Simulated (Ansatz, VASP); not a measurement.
# Zr in VASP and in Ansatz

```
Zr
1.0
    -1.76802    1.76802    1.76802
     1.76802   -1.76802    1.76802
     1.76802    1.76802   -1.76802
Zr
1
Cartesian
  0.0000 0.0000 0.0000
```

Alike in both runs: task single point; functional r2SCAN; k mesh 14 × 14 × 14; occupations fermi-dirac, width 0.1 eV; no spin polarisation.

```csv
,VASP,Ansatz
version,VASP 6.6.1,Ansatz 0.2.0
potentials or method,"VASP PAW PBE potentials, release 64 (Zr_sv), cutoff 520 eV","plane waves (500 eV) with PAW, scalar-relativistic"
valence electrons in the cell,12,12
```

```tsv
	VASP	Ansatz	Ansatz less VASP
pressure (GPa)	3.7	3.7	-0.05
```

VASP's potentials were made for PBE, not for r2SCAN.
